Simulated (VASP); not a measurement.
A run of VASP 6.6.1 is set up as follows.

INCAR

```
PREC = Accurate
ENCUT = 520
EDIFF = 1E-6
ISMEAR = 0
SIGMA = 0.05
LREAL = False
LASPH = True
NELM = 100
ALGO = Normal
ISIF = 2
LWAVE = False
LCHARG = False
GGA = PE
NBANDS = 16
```

KPOINTS

```
regular mesh
0
Gamma
  12 12 12
```

File POSCAR:

```
GaN
1.0
    0.0000000000      2.0647932037      2.6842311648
    2.0647932037      0.0000000000      2.6842311648
    2.0647932037      2.0647932037      0.0000000000
Ga N
1 1
Direct
    0.0000000000      0.0000000000      0.0000000000
    0.7500000000      0.7500000000      0.7500000000
```

Potentials or basis: VASP PAW PBE potentials, release 64 (Ga_d, N).

Command:

```console
$ cat potpaw_PBE.64/Ga_d/POTCAR potpaw_PBE.64/N/POTCAR > POTCAR
$ mpirun -np 1 vasp_std > vasp.out
```

Question: Estimate the pressure.

Answer: 1.9 GPa.

Question: What does it give for the band gap on the k mesh?

Answer: 0.54 eV, indirect (least direct gap 0.56 eV).

Stress tensor (GPa, compression positive):
```
 20.13   0.00   0.00
  0.00  20.13   0.00
  0.00   0.00 -34.61
```

 A k mesh can miss the band edges.
